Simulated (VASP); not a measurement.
The system is Rh.

```xyz
1
Lattice="0.0000 1.9030 1.9030 1.9030 0.0000 1.9030 1.9030 1.9030 0.0000" Properties=species:S:1:pos:R:3 pbc="T T T"
Rh    0.0000    0.0000    0.0000
```

| Quantity | Value |
| --- | --- |
| Program | VASP 6.6.1 |
| Task | relaxation of cell and atoms |
| Functional | PBE |
| Potentials or basis | VASP PAW PBE potentials, release 64 (Rh_pv) |
| Cutoff | 600 eV |
| k mesh | 17 × 17 × 17 |
| Occupations | methfessel-paxton, width 0.1 eV |
| Spin | no spin polarisation |

At the start: pressure 4.9 GPa; volume 13.78 Å³/atom.

How do energy, volume and symmetry change on relaxing?

Over 3 steps the energy falls by 3.7 meV/atom and the volume is 14.04 Å³/atom (+1.8 %); space group Fm-3m (No. 225, to 0.1 Å) before and after.

Step by step:
| step | energy change (eV) | largest force (eV/Å) | pressure (GPa) | volume (Å³) |
| --- | --- | --- | --- | --- |
| 1 | 0.0000 | 0.0000 | 4.89 | 13.78 |
| 2 | 0.0156 | 0.0000 | -9.77 | 14.64 |
| 3 | -0.0037 | 0.0000 | -0.02 | 14.04 |

Final structure:
```
Rh
1.0
     0.00000    1.91463    1.91463
     1.91463    0.00000    1.91463
     1.91463    1.91463    0.00000
Rh
1
Direct
  0.00000 0.00000 0.00000
```
